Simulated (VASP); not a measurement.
# Ta2SiOF2 (Cmmm) in VASP: notebook

The runs below take Ta2SiOF2 through relaxation of cell and atoms, single point, with PBE.

All numbers are computed with VASP 6.6.1; they aren't measurements. Logs are shortened: lines on timing, memory, paths and dates and some standing lists are left out, and cuts for length are marked.

### Step 1. The cell of the first run

It takes space group Cmmm (No. 65, orthorhombic). The conventional cell has a = 4.881 Å, b = 8.126 Å, c = 3.932 Å, α = 90.00°, β = 90.00°, γ = 90.00°. Ta (site symmetry 2/m) has 2 Si at 2.37 Å and 4 F at 2.42 Å and 2 Ta at 2.44 Å and 4 O at 3.08 Å within 3.1 Å. Within 3.2 Å of Si (site symmetry mmm) lie 4 Ta at 2.37 Å and 4 F at 2.38 Å and 4 O at 3.13 Å. Within 3.6 Å of O (site symmetry mmm) lie 6 F at 2.73 to 2.78 Å and 8 Ta at 3.08 Å and 4 Si at 3.13 Å. F (site symmetry m2m) has 2 Si at 2.38 Å and 4 Ta at 2.42 Å and 3 F at 2.67 to 2.81 Å and 3 O at 2.73 to 2.78 Å within 3.1 Å.

The cell was generated, and may not be a known phase.

### Step 2. Relaxation of cell and atoms, PBE

File INCAR:

```
  PREC = Accurate
  ENCUT = 600
  EDIFF = 1E-6
  ISMEAR = 0
  SIGMA = 0.1
  LREAL = False
  LASPH = True
  NELM = 80
  ALGO = Fast
  ISIF = 3
  LWAVE = False
  LCHARG = False
  GGA = PE
  IBRION = 2
  NSW = 90
  EDIFFG = -0.04
```

File KPOINTS:

```
regular mesh
0
Gamma
  4 4 4
```

File POSCAR:

```
Ta2SiOF2
1.0
    2.4406671900     -4.0632417900      0.0000000000
    2.4406671900      4.0632417900      0.0000000000
    0.0000000000      0.0000000000      3.9317458000
Ta Si O F
2 1 1 2
Direct
    0.5000000000      0.0000000000      0.5000000000
    0.0000000000      0.5000000000      0.5000000000
    0.5000000000      0.5000000000      0.5000000000
    0.0000000000      0.0000000000      0.0000000000
    0.6641809900      0.3358190100      0.0000000000
    0.3358190100      0.6641809900      0.0000000000
```

Potentials or basis: VASP PAW PBE potentials, release 64 (Ta_pv, Si, O, F).

The run is started by

```console
> cat potpaw_PBE.64/Ta_pv/POTCAR potpaw_PBE.64/Si/POTCAR potpaw_PBE.64/O/POTCAR potpaw_PBE.64/F/POTCAR > POTCAR
> mpirun -np 1 vasp_std > vasp.out
```

OUTCAR:

```text
PREC = Accurate
   ENCUT = 600
   EDIFF = 1E-6
   ISMEAR = 0
   LREAL = False
   LASPH = True
   NELM = 80
   ISIF = 3
   GGA = PE
   IBRION = 2
   NSW = 90
   EDIFFG = -0.04

 ion  position               nearest neighbor table
   1  0.500  0.000  0.500-   3 2.37   3 2.37   6 2.42   5 2.42   6 2.42   5 2.42   2 2.44   2 2.44

   2  0.000  0.500  0.500-   3 2.37   3 2.37   6 2.42   5 2.42   6 2.42   5 2.42   1 2.44   1 2.44

   3  0.500  0.500  0.500-   1 2.37   2 2.37   1 2.37   2 2.37   5 2.38   6 2.38   5 2.38   6 2.38

   4  0.000  0.000  0.000-
   5  0.664  0.336  0.000-   3 2.38   3 2.38   1 2.42   1 2.42   2 2.42   2 2.42
   6  0.336  0.664  0.000-   3 2.38   3 2.38   1 2.42   1 2.42   2 2.42   2 2.42

  LATTYP: Found a base centered orthorhombic cell.
 ALAT       =     4.8813343800
 B/A-ratio  =     1.6648078061
 C/A-ratio  =     0.8054653695

  Lattice vectors:

 A1 = (   2.4406671900,  -4.0632417900,   0.0000000000)
 A2 = (   2.4406671900,   4.0632417900,   0.0000000000)
 A3 = (   0.0000000000,   0.0000000000,   3.9317458000)

Analysis of symmetry for initial positions (statically):
=====================================================================
 Subroutine PRICEL returns:
 Original cell was already a primitive cell.

 Routine SETGRP: Setting up the symmetry group for a
 base centered orthorhombic supercell.

 Subroutine GETGRP returns: Found  8 space group operations
 (whereof  8 operations were pure point group operations)
 out of a pool of  8 trial point group operations.

The static configuration has the point symmetry D_2h.

Analysis of symmetry for dynamics (positions and initial velocities):
=====================================================================
 Subroutine PRICEL returns:
 Original cell was already a primitive cell.

 Routine SETGRP: Setting up the symmetry group for a
 base centered orthorhombic supercell.

 Subroutine GETGRP returns: Found  8 space group operations
 (whereof  8 operations were pure point group operations)
 out of a pool of  8 trial point group operations.

The dynamic configuration has the point symmetry D_2h.

 Subroutine INISYM returns: Found  8 space group operations
 (whereof  8 operations are pure point group operations),
 and found     1 'primitive' translations

----------------------------------------------------------------------------------------

                                     Primitive cell

[... 113 lines left out ...]
     AMIX     =   0.40;   BMIX     =  1.00
     AMIX_MAG =   1.60;   BMIX_MAG =  1.00
  volume/ion in A,a.u.               =      13.00        87.71
  Fermi-wavevector in a.u.,A,eV,Ry     =   1.372973  2.594542 25.647716  1.885054
  Thomas-Fermi vector in A             =   2.498532
   LORBIT       =      0    0 simple, 1 ext, 2 COOP (PROOUT), +10 PAW based schemes
   GGA     = PE    functional components
   LHFCALC =     F    Hartree Fock is set to
   AEXX    =    0.0000 exact exchange contribution
   IVDW    =     0    specifies the selected vdW correction
   LEPSILON=     F    determine dielectric tensor
   LRPA    =     F    only Hartree local field effects (RPA)
 conjugate gradient relaxation of ions
 non-spin polarized calculation
 RMM-DIIS sequential band-by-band and
 Gauss-broadening in eV      SIGMA  =   0.10
  energy-cutoff  :      600.00
  volume of cell :       77.98
 maximum number of plane-waves:      2631
 NGX is ok and might be reduce to    40
   NGX = 19   NGY = 19   NGZ = 15

--------------------------------------- Ionic step        1  -------------------------------------------

 number of electron      45.9999989 magnetization

 Free energy of the ion-electron system (eV)
  ---------------------------------------------------
  ext. energy  EPLUGINS =         0.00000000
  ---------------------------------------------------
  free energy    TOTEN  =       -36.03040070 eV

  energy without entropy =      -36.00275951  energy(sigma->0) =      -36.01658011

------------------------ aborting loop because EDIFF is reached ----------------------------------------

  FORCE on cell =-STRESS in cart. coord.  units (eV):
  Direction    XX          YY          ZZ          XY          YZ          ZX
  --------------------------------------------------------------------------------------
  -------------------------------------------------------------------------------------
  Total       16.6129104     14.9341768      1.3374344      0.0000000      0.0000000      0.0000000
  in kB      341.3183584    306.8281585     27.4780818      0.0000000      0.0000000      0.0000000
  external PRESSURE =     225.2081996 kB  Pullay stress =       0.0000000 kB
[... 27 lines left out ...]
--------------------------------------- Ionic step        2  -------------------------------------------

 number of electron      45.9999987 magnetization

 E-fermi :   3.7818     XC(G=0): -10.2811

 val. band max:        3.7384097768   @ k =  -0.2500   0.2500   0.5000
 cond. band min:       3.7924418046   @ k =   0.2500   0.2500   0.0000
 fundamental gap:      0.0540320278
 Fermi energy:         3.7817623717

 k-point     1 :       0.0000    0.0000    0.0000
  band No.  band energies     occupation
      1     -32.4246      2.00000
      2     -32.3102      2.00000
      3     -32.1762      2.00000
      4     -31.9568      2.00000
      5     -31.8643      2.00000
      6     -31.1262      2.00000
[... 692 lines left out ...]
  FREE ENERGIE OF THE ION-ELECTRON SYSTEM (eV)
  ---------------------------------------------------
  free  energy   TOTEN  =       -37.1746312336 eV

  energy  without entropy=      -37.1471096559  energy(sigma->0) =      -37.16087044

[... ionic steps 4 to 14 ...]

--------------------------------------- Ionic step       15  -------------------------------------------

 number of electron      45.9999999 magnetization

------------------------ aborting loop because EDIFF is reached ----------------------------------------
[... 75 lines left out ...]
--------------------------------------- Ionic step       17  -------------------------------------------

 number of electron      45.9999991 magnetization

 Free energy of the ion-electron system (eV)
  ---------------------------------------------------
  ext. energy  EPLUGINS =         0.00000000
  ---------------------------------------------------
  free energy    TOTEN  =       -37.71606121 eV

  energy without entropy =      -37.66918920  energy(sigma->0) =      -37.69262520

 E-fermi :   4.7239     XC(G=0): -10.7897

 val. band max:        4.7236578983   @ k =   0.2500   0.2500   0.0000
 cond. band min:       4.7552119637   @ k =   0.2500   0.2500   0.5000
 fundamental gap:      0.0315540654
 Fermi energy:         4.7239191778

 k-point     1 :       0.0000    0.0000    0.0000
  band No.  band energies     occupation
      1     -31.6503      2.00000
      2     -31.5464      2.00000
      3     -31.3519      2.00000
      4     -30.9676      2.00000
      5     -30.7933      2.00000
      6     -30.1231      2.00000
[... 652 lines left out ...]
  FREE ENERGIE OF THE ION-ELECTRON SYSTEM (eV)
  ---------------------------------------------------
  free  energy   TOTEN  =       -37.7160612097 eV

  energy  without entropy=      -37.6691891997  energy(sigma->0) =      -37.69262520

 reached required accuracy - stopping structural energy minimisation
```

Run time: 30 min. Hardware: 1 thread of Oxide Virtual Turin-like, shared host; peak memory 0.23 GiB.

Results:

```yaml
Free_energy: -37.7161 eV
Relaxed_volume: 14.97 Å³/atom
Relaxed_cell: a = 5.216 Å, b = 5.216 Å, c = 3.767 Å, α = 90.00°, β = 90.00°, γ = 118.76°
Space_group_after_relaxing_to_0.1_Å: Cmmm (No. 65)
Energy_gained_by_relaxing: 280.9 meV/atom
Ionic_steps: 17
Pressure_after_relaxing: 0.2 GPa
Largest_force_after_relaxing: 0.035 eV/Å
Band_gap_on_the_k_mesh: zero (bands 23 and 24 overlap by 0.89 eV)
```

Forces in eV/Å, atoms in the order of the input:
```
Ta   0.000  0.000  0.000
Ta   0.000  0.000  0.000
Si   0.000  0.000  0.000
O    0.000  0.000  0.000
F    0.000 -0.035  0.000
F    0.000  0.035  0.000
```

Step by step:
| step | energy change (eV) | largest force (eV/Å) | pressure (GPa) | volume (Å³) |
| --- | --- | --- | --- | --- |
| 1 | 0.0000 | 0.7642 | 22.52 | 77.98 |
| 2 | -0.7495 | 0.8628 | -10.77 | 100.08 |
| 3 | -1.1442 | 0.8497 | -1.28 | 90.98 |
| 4 | -1.2308 | 0.7785 | -0.66 | 90.21 |
| 5 | -1.3507 | 0.7049 | 1.25 | 88.06 |
| 6 | -1.3610 | 0.6728 | 2.18 | 87.06 |
| 7 | -1.4197 | 0.5630 | 1.50 | 87.51 |
| 8 | -1.4774 | 0.1548 | 0.00 | 88.55 |
| 9 | -1.5286 | 0.1399 | 0.18 | 88.73 |
| 10 | -1.5926 | 0.0145 | 1.13 | 89.14 |
| 11 | -1.6393 | 0.0966 | -0.07 | 90.10 |
| 12 | -1.6641 | 0.1857 | -1.60 | 91.44 |
| 13 | -1.6755 | 0.1847 | -0.11 | 90.27 |
| 14 | -1.6758 | 0.1841 | 0.18 | 90.05 |
| 15 | -1.6807 | 0.1431 | 0.18 | 89.99 |
| 16 | -1.6856 | 0.0457 | 0.17 | 89.86 |
| 17 | -1.6857 | 0.0350 | 0.17 | 89.84 |

Final structure:
```
Ta Si O F
1.0
     2.65647   -4.48867    0.00000
     2.65647    4.48867    0.00000
     0.00000    0.00000    3.76731
Ta Si O F
2 1 1 2
Direct
  0.50000 0.00000 0.50000
  0.00000 0.50000 0.50000
  0.50000 0.50000 0.50000
  0.00000 0.00000 0.00000
  0.72542 0.27458 0.00000
  0.27458 0.72542 0.00000
```

Caveat: the k points lie up to 0.42 Å⁻¹ apart in the final cell, too coarse for converged energies and pressures of a metal; the volume moved by over 15 % at a fixed basis, so the end points are rough; spin-orbit coupling is left out, which moves the levels of the heavy elements.

### Step 3. Single point, PBE, collinear spin

This run uses another cell than the first one, of 14.99 Å³/atom.

File INCAR:

```
PREC = Accurate
ENCUT = 520
EDIFF = 1E-6
ISMEAR = 0
SIGMA = 0.1
LREAL = False
LASPH = True
NELM = 150
ALGO = Normal
ISIF = 2
LWAVE = False
LCHARG = False
ISPIN = 2
MAGMOM = 1 1 0 0 0 0
LORBIT = 11
LMAXMIX = 4
GGA = PE
NBANDS = 36
```

KPOINTS is that of step 2.

File POSCAR:

```
Ta2SiOF2
1.0
    2.6487468253     -4.5072144310      0.0000000000
    2.6487468253      4.5072144310      0.0000000000
    0.0000000000      0.0000000000      3.7665828929
Ta Si O F
2 1 1 2
Direct
    0.5000000000      0.0000000000      0.5000000000
    0.0000000000      0.5000000000      0.5000000000
    0.5000000000      0.5000000000      0.5000000000
    0.0000000000      0.0000000000      0.0000000000
    0.7261653439      0.2738346561      0.0000000000
    0.2738346561      0.7261653439      0.0000000000
```

Potentials or basis: VASP PAW PBE potentials, release 64 (Ta_pv, Si, O, F).

The run is started by

```console
> cat potpaw_PBE.64/Ta_pv/POTCAR potpaw_PBE.64/Si/POTCAR potpaw_PBE.64/O/POTCAR potpaw_PBE.64/F/POTCAR > POTCAR
> mpirun -np 1 vasp_std > vasp.out
```

Wall time 3.8 min (1 thread of Oxide Virtual Turin-like, shared host); peak memory 0.27 GiB.

It converged, with:

```
Free energy                                           : -37.7443 eV
Pressure                                              : 0.3 GPa
Largest force                                         : 0.066 eV/Å
Net moment                                            : 1.10 μB per cell
Site moments                                          : Ta +0.25; Si +0.04; O +0.27; F +0.01 μB
Valence electrons inside the program's atomic spheres : Ta 8.74; Si 1.68; O 4.72; F 6.09
```

Forces on the atoms (eV/Å):
```
Ta   0.000  0.000  0.000
Ta   0.000  0.000  0.000
Si   0.000  0.000  0.000
O    0.000  0.000  0.000
F    0.000 -0.066  0.000
F    0.000  0.066  0.000
```

Stress tensor (GPa, compression positive):
```
0.40 0.00 0.00
0.00 0.00 0.00
0.00 0.00 0.54
```

Levels at points of the mesh, in eV from the Fermi level:
Spin up:
```
           k point  band 20  band 21  band 22  band 23  band 24  band 25  band 26  band 27  band 28  band 29
(0.00, 0.00, 0.00)    -1.89    -1.65    -0.47    -0.30     0.07     0.37     0.59     1.06     2.17     2.31
(0.50, 0.00, 0.00)    -1.94    -1.69    -0.45    -0.38    -0.38     0.48     0.70     1.30     1.61     2.25
(0.50, 0.50, 0.00)    -2.62    -2.55    -0.76    -0.19     0.08     0.90     0.96     2.07     2.82     3.15
(0.00, 0.00, 0.50)    -1.79    -0.79    -0.66    -0.22    -0.09     0.13     0.21     0.80     0.88     1.65
(0.50, 0.00, 0.50)    -1.83    -0.34    -0.28    -0.05    -0.05     0.02     0.41     0.94     1.17     1.78
(0.50, 0.50, 0.50)    -2.35    -2.00    -1.81    -1.75    -0.87    -0.21     0.16     1.51     2.30     3.12
```
Spin down:
```
           k point  band 19  band 20  band 21  band 22  band 23  band 24  band 25  band 26  band 27  band 28
(0.00, 0.00, 0.00)    -1.71    -1.39    -1.19    -0.21    -0.20     0.28     0.50     0.85     1.30     2.39
(0.50, 0.00, 0.00)    -1.65    -1.51    -1.48    -0.21    -0.14    -0.12     0.85     1.06     1.46     1.77
(0.50, 0.50, 0.00)    -2.75    -2.30    -2.14    -0.44     0.32     0.39     1.16     1.17     2.23     2.99
(0.00, 0.00, 0.50)    -2.30    -1.56    -0.60    -0.50    -0.12     0.25     0.42     0.53     1.11     1.15
(0.50, 0.00, 0.50)    -2.54    -1.58    -0.10     0.05     0.19     0.24     0.26     0.95     1.12     1.42
(0.50, 0.50, 0.50)    -2.55    -1.75    -1.65    -1.58    -1.55    -0.52    -0.02     0.40     1.67     2.52
```

Caveat: the k points lie up to 0.42 Å⁻¹ apart; a moment this small can come from the mesh or the smearing; spin-orbit coupling is left out, which moves the levels of the heavy elements.

The gap in the log of VASP goes by the Fermi energy; the results here count the filled bands.